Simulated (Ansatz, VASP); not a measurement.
## One calculation of AlCo, two programs

```
Al Co
1.0
     2.85190    0.00000    0.00000
     0.00000    2.85190    0.00000
     0.00000    0.00000    2.85190
Al Co
1 1
Direct
  0.00000 0.00000 0.00000
  0.48482 0.48482 0.48482
```

Change from the starting cell: all Co atoms moved +0.075 Å, as atom 2 towards its neighbour atom 1 (Al) at 2.470 Å.

Alike in both runs: task single point; functional PBE; k mesh 22 × 22 × 22; occupations gaussian, width 0.15 eV; no spin polarisation.

|  | VASP | Ansatz |
| --- | --- | --- |
| version | VASP 6.6.1 | Ansatz 0.2.0 |
| potentials or method | VASP PAW PBE potentials, release 64 (Al, Co), cutoff 520 eV | scalar-relativistic, plane waves, PAW |
| valence electrons in the cell | 12 | 20 |

```csv
,VASP,Ansatz,Ansatz less VASP
gap on the k mesh at the Fermi level (eV),none,none,-
pressure (GPa),0.4,0.5,+0.07
"traceless stress, the component that is largest in VASP (GPa)",0.32,0.32,-0.002
rms of the force components (eV/Å),0.319,0.318,-0.0010
```

Atom by atom the forces differ by 0.001 eV/Å (rms over components). A gap of «none» marks a metal or a gap that the smearing closes. VASP's potentials hold 12 valence electrons a cell and Ansatz's 20, so a difference there can come from the potentials and not from the codes.
